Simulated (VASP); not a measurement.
Input of a VASP 6.6.1 run:

INCAR

```
SYSTEM = SnO
ALGO = Normal
EDIFF = 1E-7
ENCUT = 520
GGA = CA
ISIF = 2
ISMEAR = -1
LASPH = .TRUE.
LCHARG = .FALSE.
LREAL = .FALSE.
LWAVE = .FALSE.
NBANDS = 28
NELM = 80
PREC = Accurate
SIGMA = 0.02
```

File KPOINTS:

```
k-points
0
G
  6 6 5
  0 0 0
```

File POSCAR:

```
SnO
1.0
    3.7506153226      0.0000000000      0.0000000000
    0.0000000000      3.7506153226      0.0000000000
    0.0000000000      0.0000000000      4.7706406366
Sn O
2 2
Direct
    0.0000000000      0.5000000000      0.2385000000
    0.5000000000      0.0000000000      0.7615000000
    0.0000000000      0.0000000000      0.0000000000
    0.5000000000      0.5000000000      0.0000000000
```

Potentials or basis: VASP PAW LDA potentials, release 64 (Sn_d, O).

The run is started by

```console
$ cat potpaw_LDA.64/Sn_d/POTCAR potpaw_LDA.64/O/POTCAR > POTCAR
$ mpirun -np 1 vasp_std > vasp.out
```

(1) Estimate the pressure.

(2) Predict the band gap on the k mesh.

(3) What does it give for the largest force?

## Answers

(1) 1.5 GPa.

(2) zero (band 20 reaches 7.48 eV, above the bottom of band 21 at 7.43 eV).

(3) 0.480 eV/Å.

Caveat: spin-orbit coupling is left out, which moves the levels of the heavy elements.
